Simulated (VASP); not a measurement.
# C: single point with PBEsol

Crystal: C.

```
C
1.0
     0.00000    2.15499    3.39206
     1.24416    0.00000    3.39206
     1.24416    2.15499    0.00000
C
2
Direct
  0.16667 0.83333 0.16667
  0.83333 0.16667 0.83333
```

```
Program                : VASP 6.6.1
Task                   : single point
Functional             : PBEsol
Potentials or basis    : VASP PAW PBE potentials, release 64 (C)
Cutoff                 : 520 eV
k mesh                 : 14 × 14 × 14
Occupations            : methfessel-paxton, width 0.0555 eV
Spin                   : no spin polarisation
Dipole correction      : no
Further INCAR settings : ALGO = Normal; EDIFF = 1e-06; NBANDS = 11
```

```yaml
Pressure: -8.4 GPa
Largest_force: 0.032 eV/Å
Band_gap_on_the_k_mesh: 0.35 eV, indirect (least direct gap 0.43 eV)
```

Forces in eV/Å, atoms in the order of the input:
```
C    0.000  0.032  0.000
C    0.000 -0.032  0.000
```

Stress tensor (GPa, compression positive):
```
-13.35   0.00   0.00
  0.00 -13.32   0.00
  0.00   0.00   1.38
```

Levels at points of the mesh, in eV from the valence-band top:
```
           k point  band 1  band 2  band 3  band 4  band 5  band 6  band 7  band 8  band 9
(0.00, 0.00, 0.00)  -19.49   -6.53   -3.10   -3.07    3.97    8.02    8.08   10.98   11.99
(0.50, 0.00, 0.00)  -14.19  -13.14   -6.40   -2.41    1.50    6.99   12.09   13.19   18.58
(0.50, 0.50, 0.00)  -19.20   -8.46   -3.10   -3.08    7.98    8.05   10.07   11.11   11.86
(0.50, 0.00, 0.50)  -14.30  -13.23   -6.37   -1.67    2.33    7.19   10.82   11.01   17.54
(0.00, 0.50, 0.50)  -14.08  -13.06   -6.43   -3.07    0.81    6.81   13.28   16.87   19.10
```

It took 110 s on 1 thread of AMD EPYC 7R43 64-Core Processor (Zen 3), on a shared host, peak memory 0.15 GiB.

Caveat: the PAW data sets were made with another functional, which shifts forces and pressure a little. A k mesh can miss the band edges.
